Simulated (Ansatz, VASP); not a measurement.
**SiO2: VASP beside Ansatz**

Contents of INCAR:

```
SYSTEM = SiO2
ALGO = Normal
EDIFF = 1E-7
ENCUT = 520
ISIF = 2
ISMEAR = 0
LASPH = .True.
LCHARG = .False.
LREAL = .False.
LWAVE = .False.
NBANDS = 25
NELM = 80
PREC = Accurate
SIGMA = 0.05
```

File KPOINTS:

```
k-points
0
Gamma
  6 6 8
  0 0 0
```

File POSCAR:

```
SiO2
1.0
    4.2050000000      0.0000000000      0.0000000000
    0.0000000000      4.2050000000      0.0000000000
    0.0000000000      0.0000000000      2.7891000000
Si O
2 4
Direct
    0.5000000000      0.5000000000      0.5000000000
    0.0000000000      0.0000000000      0.0000000000
    0.6944252994      0.6944252994      0.0000000000
    0.1944252994      0.8055747006      0.5000000000
    0.3055747006      0.3055747006      0.0000000000
    0.8055747006      0.1944252994      0.5000000000
```

Input for Ansatz:

```yaml
crystal:
  lattice:
    - [4.205, 0.0, 0.0]
    - [0.0, 4.205, 0.0]
    - [0.0, 0.0, 2.7891]
  atoms:
    - { symbol: Si, position: [0.5, 0.5, 0.5] }
    - { symbol: Si, position: [0.0, 0.0, 0.0] }
    - { symbol: O, position: [0.6944252994, 0.6944252994, 0.0] }
    - { symbol: O, position: [0.1944252994, 0.8055747006, 0.5] }
    - { symbol: O, position: [0.3055747006, 0.3055747006, 0.0] }
    - { symbol: O, position: [0.8055747006, 0.1944252994, 0.5] }
basis:
  ecutwfc: 520.0
kpoints:
  mp_grid: { grid: [6, 6, 8] }
hamiltonian:
  xc: lda
  pseudopotentials: { kind: paw, azcp: { folder: soft_1 } }
scf:
  occupations: { method: gaussian, width: 0.05 }
output:
  forces: true
  stress: true
  eigenvalues: true
```

Alike in both runs: task single point; functional LDA; k mesh 6 × 6 × 8; occupations gaussian, width 0.05 eV; no spin polarisation.

```csv
,VASP,Ansatz
version,VASP 6.6.1,Ansatz 0.2.0
potentials or method,"VASP PAW LDA potentials, release 64 (Si, O), cutoff 520 eV","scalar-relativistic, plane waves, PAW"
valence electrons in the cell,32,32
```

VASP gave:

```
gap on the k mesh at the Fermi level (eV)                     : 4.44
least direct gap on the mesh (eV)                             : 4.44
pressure (GPa)                                                : -20.8
traceless stress, the component that is largest in VASP (GPa) : -11.40
rms of the force components (eV/Å)                            : 0.060
```

Task: Which values does Ansatz return?

Result: gap on the k mesh at the Fermi level (eV): 4.44; least direct gap on the mesh (eV): 4.44; pressure (GPa): -21.7; traceless stress, the component that is largest in VASP (GPa): -11.83; rms of the force components (eV/Å): 0.069.

Ansatz warns that its potentials were made for another functional, while VASP's fit it. LDA's correlation is that of Perdew and Zunger in VASP and of Perdew and Wang (1992) in Ansatz. Atom by atom the forces differ by 0.008 eV/Å (rms over components).
